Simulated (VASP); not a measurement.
MgO (Periclase), 2 atoms in the cell. The structure is cubic, space group Fm-3m (No. 225). The conventional cell has a = 4.119 Å, b = 4.119 Å, c = 4.119 Å, α = 90.00°, β = 90.00°, γ = 90.00°. Within 2.7 Å of Mg (site symmetry m-3m) lie 6 O at 2.06 Å. O (site symmetry m-3m) has 6 Mg at 2.06 Å within 2.7 Å.  This cell differs from its parent crystal: volume scaled by 0.94.

* Program: VASP 6.6.1
* Task: single point
* Functional: r2SCAN
* Potentials or basis: VASP PAW PBE potentials, release 64 (Mg_sv, O)
* Cutoff: 660 eV
* k mesh: 10 × 10 × 10
* Occupations: gaussian, width 0.02 eV
* Spin: no spin polarisation
* Dipole correction: no
* Second run: valence_matched
* Further INCAR settings: ALGO = Normal; EDIFF = 1e-06; NBANDS = 15

Potentials or basis: VASP PAW PBE potentials, release 64 (Mg_sv, O).

The run is started by

```sh
$ cat potpaw_PBE.64/Mg_sv/POTCAR potpaw_PBE.64/O/POTCAR > POTCAR
$ cp INCAR.step1 INCAR
$ mpirun -np 1 vasp_std > vasp.out
$ cp INCAR.step2 INCAR
$ mpirun -np 1 vasp_std > vasp.out
```

Hardware: 1 thread of Intel(R) Xeon(R) Platinum 8375C CPU @ 2.90GHz (Ice Lake) (shared host).

How long does it take, and how much memory?

Run time: 31 s on 1 thread of Intel(R) Xeon(R) Platinum 8375C CPU @ 2.90GHz (Ice Lake) (shared host), peak memory 0.15 GiB. Counts: k points 47.
